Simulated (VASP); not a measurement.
Input of a VASP 6.6.1 run:

The input INCAR:

```
PREC = Accurate
ENCUT = 600
EDIFF = 1E-6
ISMEAR = -1
SIGMA = 0.03
LREAL = F
LASPH = T
NELM = 80
ALGO = Normal
ISIF = 3
LWAVE = F
LCHARG = F
GGA = PS
IBRION = 2
NSW = 100
EDIFFG = -0.01
```

KPOINTS

```
Automatic mesh
0
Gamma
  6 6 6
```

File POSCAR:

```
LiNbO3
1.0
    0.0000000000      3.8843213800      3.8843213800
    3.8843213800      0.0000000000      3.8843213800
    3.8843213800      3.8843213800      0.0000000000
Li Nb O
2 2 6
Direct
    0.2500000000      0.2500000000      0.2500000000
    0.7500000000      0.7500000000      0.7500000000
    0.5000000000      0.5000000000      0.5000000000
    0.0000000000      0.0000000000      0.0000000000
    0.2229574700      0.2229574700      0.7770425300
    0.2229574700      0.7770425300      0.7770425300
    0.7770425300      0.7770425300      0.2229574700
    0.2229574700      0.7770425300      0.2229574700
    0.7770425300      0.2229574700      0.7770425300
    0.7770425300      0.2229574700      0.2229574700
```

Potentials or basis: VASP PAW PBE potentials, release 64 (Li_sv, Nb_sv, O).

Run with:

```console
$ cat potpaw_PBE.64/Li_sv/POTCAR potpaw_PBE.64/Nb_sv/POTCAR potpaw_PBE.64/O/POTCAR > POTCAR
$ mpirun -np 1 vasp_std > vasp.out
```

(1) What does it give for the band gap on the k mesh?

(2) What does it give for the relaxed volume?

(3) What does it give for the relaxed cell?

(4) What does it give for the space group after relaxing (to 0.05 Å)?

Answers

(1) 1.67 eV, direct.

(2) 12.08 Å³/atom.

(3) a = 5.548 Å, b = 5.548 Å, c = 5.548 Å, α = 60.00°, β = 60.00°, γ = 60.00°.

(4) Pm-3m (No. 221).

Caveat: the cutoff is under 1.25 times the usual one of these potentials, so pressure, stress and relaxed cells hold a basis-set (Pulay) error; the PAW data sets were made with another functional, which shifts forces and pressure a little.
